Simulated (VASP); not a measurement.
Set up this calculation in VASP 6.6.1, as the native input.

| Quantity | Value |
| --- | --- |
| Task | single point |
| Functional | PBE |
| Potentials or basis | VASP PAW PBE potentials, release 64 (Ti_sv) |
| Cutoff | 520 eV |
| k mesh | 24 × 24 × 14 |
| Occupations | gaussian, width 0.15 eV |
| Spin | no spin polarisation |
| Dipole correction | no |
| Further INCAR settings | ALGO = Fast; EDIFF = 1e-07; NBANDS = 19 |

The structure of Ti lies in POSCAR:

```
Ti
1.0
    3.1777888630      0.0000000000      0.0000000000
   -1.5888944315      2.7520458832      0.0000000000
    0.0000000000      0.0000000000      4.0382723830
Ti
2
Direct
    0.3333333333      0.6666666667      0.2500000000
    0.6666666667      0.3333333333      0.7500000000
```

This cell differs from its parent crystal: ratio of the length along z to the lengths across it x 0.8, volume and fractional coordinates fixed.

One way to write it, as run:

INCAR

```
PREC     = Accurate       # precision mode
ENCUT    = 520            # plane-wave cutoff, eV
EDIFF    = 1E-7           # SCF threshold, eV
ISMEAR   = 0              # smearing method
SIGMA    = 0.15           # smearing width, eV
LREAL    = F              # projectors in reciprocal space
LASPH    = T              # aspherical terms in the spheres
NELM     = 60             # most SCF steps
ALGO     = Fast           # electronic algorithm
ISIF     = 2              # what is computed and relaxed
LWAVE    = F              # write WAVECAR
LCHARG   = F              # write CHGCAR
GGA      = PE             # functional
NBANDS   = 19             # bands
```

KPOINTS

```
regular mesh
0
Gamma
  24 24 14
```

Potentials or basis: VASP PAW PBE potentials, release 64 (Ti_sv).

The run is started by

```sh
$ cat potpaw_PBE.64/Ti_sv/POTCAR > POTCAR
$ mpirun -np 1 vasp_std > vasp.out
```

It gave:

```json
{
  "Pressure": "-0.5 GPa",
  "Band gap on the k mesh": "zero (bands 12 and 13 overlap by 0.91 eV)"
}
```

It took 5.7 min on 1 thread of Intel(R) Xeon(R) 6975P-C (Granite Rapids) (shared host), peak memory 0.36 GiB.
